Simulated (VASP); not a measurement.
Wanted: the native input for a VASP 6.6.1 run.

```
Task                   : single point
Functional             : PBEsol
Potentials or basis    : VASP PAW PBE potentials, release 64 (Al, O)
Cutoff                 : 520 eV
k mesh                 : 2 × 2 × 2
Occupations            : fermi-dirac, width 0.15 eV
Spin                   : no spin polarisation
Dipole correction      : no
Further INCAR settings : LREAL = Auto; ALGO = Normal; EDIFF = 1e-06; NBANDS = 73
```

The structure of Al32O (a cell with a defect) lies in POSCAR:

```
Al32O
1.0
    8.1000000000      0.0000000000      0.0000000000
    0.0000000000      8.1000000000      0.0000000000
    0.0000000000      0.0000000000      8.1000000000
Al O
32 1
Direct
    0.5044630102      0.0044354883     -0.0001652344
    0.7455046951      0.2454773029     -0.0001691856
    0.7490222984      0.0009140571      0.2508874145
   -0.0013403341      0.0033096488      0.0012593087
    0.2512980013      0.2465821056      0.0012504099
    0.5033416478      0.4986352077      0.0012602003
    0.7466134935      0.7512735322      0.0012493035
    0.2498851605      0.0044447546      0.2544167983
    0.5009418916      0.2489940505      0.2508892582
    0.7454857411      0.5000598688      0.2544218804
    0.5009434029      0.0009173932      0.4989649353
    0.7490169443      0.2489905035      0.4989629205
    0.7454836564      0.0044519012      0.7500362645
   -0.0105731807      0.4894149932      0.0105243564
    0.2605060519      0.7604931208      0.0104791676
    0.0000851237      0.2454631523      0.2544172840
    0.2513162903      0.4986267284      0.2532742243
    0.5044676460      0.7498600794      0.2544122530
    0.0000873866      0.0044424945      0.4954379007
    0.2498764457      0.2454737404      0.4954459832
    0.5044716989      0.5000646644      0.4954363024
    0.7455028510      0.7498538947      0.4954476708
    0.2513166516      0.0033066224      0.7486018289
    0.5044762479      0.2454595927      0.7500387844
    0.7466215128      0.4986269111      0.7486025942
   -0.0013446356      0.7512878670      0.2532755754
   -0.0013411971      0.4986350509      0.4965560751
    0.2512985904      0.7512750870      0.4965511130
   -0.0013453486      0.2465889388      0.7486066202
    0.2605899667      0.4893760098      0.7393636560
    0.5033398967      0.7512889853      0.7486060176
   -0.0105932303      0.7605586106      0.7393829955
    0.1249722231      0.6249243421      0.8748764231
```

These files were run (other wordings do the same):

INCAR

```
SYSTEM = Al32O
ALGO = Normal
EDIFF = 1E-6
ENCUT = 520
GGA = PS
ISIF = 2
ISMEAR = -1
LASPH = .True.
LCHARG = .False.
LREAL = Auto
LWAVE = .False.
NBANDS = 73
NELM = 60
PREC = Accurate
SIGMA = 0.15
```

KPOINTS

```
k-points
0
Gamma
  2 2 2
  0 0 0
```

Potentials or basis: VASP PAW PBE potentials, release 64 (Al, O).

Run with:

```console
$ cat potpaw_PBE.64/Al/POTCAR potpaw_PBE.64/O/POTCAR > POTCAR
$ mpirun -np 1 vasp_std > vasp.out
```

Results of the run:

| Property | Result |
| --- | --- |
| Pressure | -0.7 GPa |
| Largest force | 0.015 eV/Å |
| Band gap on the k mesh | zero (bands 51 and 52 overlap by 0.82 eV) |

Caveat: the k points lie up to 0.39 Å⁻¹ apart, too coarse for converged energies and pressures of a metal; the PAW data sets were made with another functional, which shifts forces and pressure a little.

Run time: 18 min on 1 thread of Intel Xeon 8259CL, with other jobs on the host, peak memory 0.58 GiB.
